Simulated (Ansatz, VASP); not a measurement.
HfO2 in VASP and in Ansatz

Contents of INCAR:

```
PREC = Accurate ; ENCUT = 520
EDIFF = 1E-6 ; ISMEAR = 0
SIGMA = 0.02 ; LREAL = F
LASPH = T ; NELM = 80
ALGO = Normal ; ISIF = 2
LWAVE = F ; LCHARG = F
GGA = PE ; NBANDS = 31
```

File KPOINTS:

```
regular mesh
0
Gamma
  6 6 8
```

The input POSCAR:

```
HfO2
1.0
    4.6851546054      0.0000000000      0.0000000000
    0.0000000000      4.6851546054      0.0000000000
    0.0000000000      0.0000000000      3.3308057392
Hf O
2 4
Direct
    0.0000000000      0.0000000000      0.0000000000
    0.5000000000      0.5000000000      0.5000000000
    0.1925474758      0.8074525242      0.5000000000
    0.3074525242      0.3074525242      0.0000000000
    0.6925474758      0.6925474758      0.0000000000
    0.8074525242      0.1925474758      0.5000000000
```

Input for Ansatz:

```yaml
crystal:
  lattice:
    - [4.6851546054, 0.0, 0.0]
    - [0.0, 4.6851546054, 0.0]
    - [0.0, 0.0, 3.3308057392]
  atoms:
    - { symbol: Hf, position: [0.0, 0.0, 0.0] }
    - { symbol: Hf, position: [0.5, 0.5, 0.5] }
    - { symbol: O, position: [0.1925474758, 0.8074525242, 0.5] }
    - { symbol: O, position: [0.3074525242, 0.3074525242, 0.0] }
    - { symbol: O, position: [0.6925474758, 0.6925474758, 0.0] }
    - { symbol: O, position: [0.8074525242, 0.1925474758, 0.5] }
basis:
  ecutwfc: 420
kpoints:
  mp_grid: { grid: [6, 6, 8] }
  band_path: { path: [VBM, CBM], npoints: 2 }
hamiltonian:
  xc: pbe
scf:
  occupations: { method: gaussian, width: 0.02 }
output:
  forces: true
  stress: true
  eigenvalues: true
checkpoint:
  read: start.run
  write: ck
  compress: false
  write_wavefunctions: false
  write_every: 100000
```

Alike in both runs: task single point; functional PBE; k mesh 6 × 6 × 8; occupations gaussian, width 0.02 eV; no spin polarisation.

```csv
,VASP,Ansatz
version,VASP 6.6.1,Ansatz 0.2.0
potentials or method,"VASP PAW PBE potentials, release 64 (Hf_pv, O), cutoff 520 eV","scalar-relativistic, plane waves, PAW"
valence electrons in the cell,44,76
```

VASP gave:

```
gap on the k mesh at the Fermi level (eV)                     : 3.96
least direct gap on the mesh (eV)                             : 3.96
pressure (GPa)                                                : 7.3
traceless stress, the component that is largest in VASP (GPa) : -10.97
rms of the force components (eV/Å)                            : 0.011
```

Question: Estimate Ansatz's values.

Answer: gap on the k mesh at the Fermi level (eV): 4.01; least direct gap on the mesh (eV): 4.01; pressure (GPa): 10.3; traceless stress, the component that is largest in VASP (GPa): -10.33; rms of the force components (eV/Å): 0.000.

Atom by atom the forces differ by 0.011 eV/Å (rms over components). VASP's potentials hold 44 valence electrons a cell and Ansatz's 76, so a difference there can come from the potentials and not from the codes.

Spin-orbit coupling is off throughout.
